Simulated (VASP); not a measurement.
Hf4B3:

```
Hf B
1.0
     3.06119   -0.02869   -0.01097
    -1.55544    2.85095   -0.00150
    -0.08095   -0.05953   22.83693
Hf B
8 6
Cartesian
  1.3566 0.9164 10.1440
  -0.1250 1.9393 12.7414
  -0.1102 -0.0560 21.1114
  0.0084 0.0067 1.5934
  -1.5449 2.7918 5.0860
  -0.0525 0.0183 17.6861
  1.4703 0.9083 15.0459
  0.0129 1.8143 7.7247
  0.0109 1.9294 3.4080
  1.5737 0.9459 3.3446
  -0.0464 1.8007 22.9187
  1.5125 0.9641 0.0448
  1.4390 0.8202 19.3937
  -0.0986 1.7461 19.5520
```

* Program: VASP 6.6.1
* Task: relaxation of cell and atoms
* Functional: PBE
* Potentials or basis: VASP PAW PBE potentials, release 64 (Hf_pv, B)
* Cutoff: 600 eV
* k mesh: 6 × 6 × 1
* Occupations: gaussian, width 0.2 eV
* Spin: no spin polarisation

At the start: pressure 4.7 GPa; volume 14.16 Å³/atom.

Q: How do energy, volume and symmetry change on relaxing?

A: Over 22 steps the energy falls by 90.1 meV/atom and the volume is 14.45 Å³/atom (+2.0 %); space group P1 (No. 1, to 0.1 Å) before, P-3m1 (No. 164, to 0.1 Å).

Step by step:
```
step  energy change (eV)  largest force (eV/Å)  pressure (GPa)  volume (Å³)
   1              0.0000                2.7569            4.75       198.28
   2             -0.9287                0.7976           -6.20       210.15
   3             -1.0127                1.0059           -4.22       207.39
   4             -1.1401                0.4997            3.35       198.58
   5             -1.1754                0.4906            0.80       201.30
   6             -1.2312                0.2089            0.38       201.85
   7             -1.2355                0.2455            0.24       202.05
   8             -1.2465                0.1660           -0.39       202.77
   9             -1.2472                0.1562           -0.59       203.00
  10             -1.2521                0.1122            0.39       201.83
  11             -1.2521                0.1138            0.36       201.87
  12             -1.2565                0.0732            0.15       202.08
  13             -1.2573                0.0933            0.03       202.21
  14             -1.2591                0.0598           -0.10       202.40
  15             -1.2594                0.0431           -0.18       202.53
  16             -1.2601                0.0394            0.27       202.06
  17             -1.2602                0.0346            0.16       202.16
  18             -1.2608                0.0295           -0.04       202.42
  19             -1.2608                0.0296           -0.05       202.43
  20             -1.2614                0.0288           -0.05       202.43
  21             -1.2615                0.0333           -0.05       202.43
  22             -1.2619                0.0250            0.11       202.25
```

Final structure:
```
Hf B
1.0
     3.16211    0.00002   -0.00221
    -1.58114    2.73890    0.00107
    -0.01644   -0.00167   23.35204
Hf B
8 6
Cartesian
  1.5580 0.9156 10.3674
  -0.0379 1.8379 12.9854
  -1.5903 2.7344 21.6194
  -1.5683 2.7344 1.7352
  -1.5687 2.7353 5.1812
  1.5642 2.7358 18.1686
  1.5423 0.9264 15.4902
  -0.0214 1.8274 7.8604
  0.0135 1.8224 3.4671
  1.5947 0.9092 3.4826
  -0.0053 1.8199 23.3451
  1.5918 0.9086 0.0089
  1.5679 0.9091 19.8826
  -0.0133 1.8221 19.8669
```

Caveat: the k points lie up to 0.38 Å⁻¹ apart in the final cell, too coarse for converged energies and pressures of a metal.
